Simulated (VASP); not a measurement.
H4W8C9: single point with PBE+D3(BJ)

H4W8C9, a slab with vacuum:

```
W C H
1.0
     5.80720    0.00000    0.00000
    -2.90360    5.02918    0.00000
     0.00000    0.00000   15.24200
W C H
8 9 4
Direct
  0.00000 0.00000 0.06561
  0.99998 0.99998 0.25331
  0.00000 0.50000 0.06561
  0.99996 0.49990 0.25333
  0.50000 0.00000 0.06561
  0.50009 0.00001 0.25334
  0.50000 0.50000 0.06561
  0.50004 0.49998 0.25306
  0.33330 0.16663 0.15203
  0.33349 0.16700 0.32596
  0.33331 0.66665 0.15203
  0.33348 0.66640 0.32601
  0.83338 0.16665 0.15209
  0.83337 0.16664 0.32625
  0.83336 0.66666 0.15201
  0.83310 0.66653 0.32594
  0.54742 0.49208 0.52505
  0.70770 0.67655 0.49683
  0.35619 0.46736 0.50369
  0.56564 0.32373 0.50133
  0.56015 0.50153 0.59679
```

```
Program                : VASP 6.6.1
Task                   : single point
Functional             : PBE
Dispersion             : D3(BJ)
Potentials or basis    : VASP PAW PBE potentials, release 64 (W_sv, C, H)
Cutoff                 : 520 eV
k mesh                 : 5 × 5 × 1
Occupations            : fermi-dirac, width 0.15 eV
Spin                   : no spin polarisation
Dipole correction      : no
Further INCAR settings : LREAL = Auto; ALGO = Normal; EDIFF = 1e-07; NBANDS = 92
```

```yaml
Largest_force: 0.097 eV/Å
Band_gap_on_the_k_mesh: zero (bands 76 and 77 overlap by 0.69 eV)
Dispersion_energy_per_atom: -0.236 eV
```

Forces in eV/Å, atoms in the order of the input:
```
W   -0.001  0.001 -0.043
W   -0.009  0.018 -0.039
W    0.002 -0.004 -0.041
W    0.014 -0.009 -0.041
W    0.003  0.000 -0.038
W    0.008 -0.005 -0.042
W    0.001 -0.001 -0.068
W   -0.014  0.000 -0.045
C    0.005 -0.004 -0.004
C    0.000  0.000  0.097
C   -0.003  0.004 -0.003
C    0.003  0.000  0.094
C   -0.006  0.001 -0.002
C   -0.001  0.000  0.096
C    0.002  0.001 -0.004
C   -0.002 -0.001  0.095
C   -0.015  0.007 -0.016
H    0.022  0.015  0.000
H   -0.025 -0.013  0.001
H    0.014 -0.011 -0.013
H    0.002  0.000  0.019
```

Levels at points of the mesh, in eV from the Fermi level:
```
           k point  band 74  band 75  band 76  band 77  band 78  band 79
(0.00, 0.00, 0.00)     0.22     0.40     0.40     0.40     1.20     1.32
```

Run time: 22 min on 1 thread of Intel(R) Xeon(R) Platinum 8488C (Sapphire Rapids), on a shared host, peak memory 0.77 GiB.

Caveat: spin-orbit coupling is left out, which moves the levels of the heavy elements.
